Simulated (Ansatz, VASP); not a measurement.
# Al3Au: VASP beside Ansatz

INCAR

```
SYSTEM = Al3Au
  PREC = Accurate
  ENCUT = 520
  EDIFF = 1E-6
  ISMEAR = 0
  SIGMA = 0.1
  LREAL = .False.
  LASPH = .True.
  NELM = 80
  ALGO = Fast
  ISIF = 2
  LWAVE = .False.
  LCHARG = .True.
  GGA = PE
  LELF = .True.
  LVHAR = .True.
  NBANDS = 18
```

File KPOINTS:

```
Automatic mesh
0
Gamma
  14 14 14
  0 0 0
```

File POSCAR:

```
Al3Au
1.0
   -1.9976872046      1.9976872046      3.8795294100
    1.9976872046     -1.9976872046      3.8795294100
    1.9976872046      1.9976872046     -3.8795294100
Al Au
3 1
Direct
    0.7445187947      0.2445187947      0.5000000000
    0.2445187947      0.7445187947      0.5000000000
    0.5304522656      0.5304522656      0.0000000000
   -0.0194898551     -0.0194898551      0.0000000000
```

Input for Ansatz:

```yaml
crystal:
  lattice:
    - [-1.9976872046, 1.9976872046, 3.87952941]
    - [1.9976872046, -1.9976872046, 3.87952941]
    - [1.9976872046, 1.9976872046, -3.87952941]
  atoms:
    - { symbol: Al, position: [0.7445187947, 0.2445187947, 0.5] }
    - { symbol: Al, position: [0.2445187947, 0.7445187947, 0.5] }
    - { symbol: Al, position: [0.5304522656, 0.5304522656, 0.0] }
    - { symbol: Au, position: [-0.0194898551, -0.0194898551, 0.0] }
basis:
  ecutwfc: 420
kpoints:
  mp_grid: { grid: [14, 14, 14] }
hamiltonian:
  xc: pbe
scf:
  occupations: { method: gaussian, width: 0.1 }
output:
  forces: true
  stress: true
  eigenvalues: true
```

Alike in both runs: task single point; functional PBE; k mesh 14 × 14 × 14; occupations gaussian, width 0.1 eV; no spin polarisation.

```csv
,VASP,Ansatz
version,VASP 6.6.1,Ansatz 0.2.0
potentials or method,"VASP PAW PBE potentials, release 64 (Al, Au), cutoff 520 eV","scalar-relativistic, plane waves, PAW"
valence electrons in the cell,20,28
```

Ansatz gave:

| Quantity | Value |
| --- | --- |
| gap on the k mesh at the Fermi level (eV) | none |
| pressure (GPa) | 11.0 |
| traceless stress, the component that is largest in VASP (GPa) | 2.83 |
| rms of the force components (eV/Å) | 0.646 |

Question: Which values does VASP return?

Answer: gap on the k mesh at the Fermi level (eV): none; pressure (GPa): 10.9; traceless stress, the component that is largest in VASP (GPa): 2.84; rms of the force components (eV/Å): 0.646.

Atom by atom the forces differ by 0.001 eV/Å (rms over components). A gap of «none» marks a metal or a gap that the smearing closes. VASP's potentials hold 20 valence electrons a cell and Ansatz's 28, so a difference there can come from the potentials and not from the codes.

Spin-orbit coupling is off throughout.
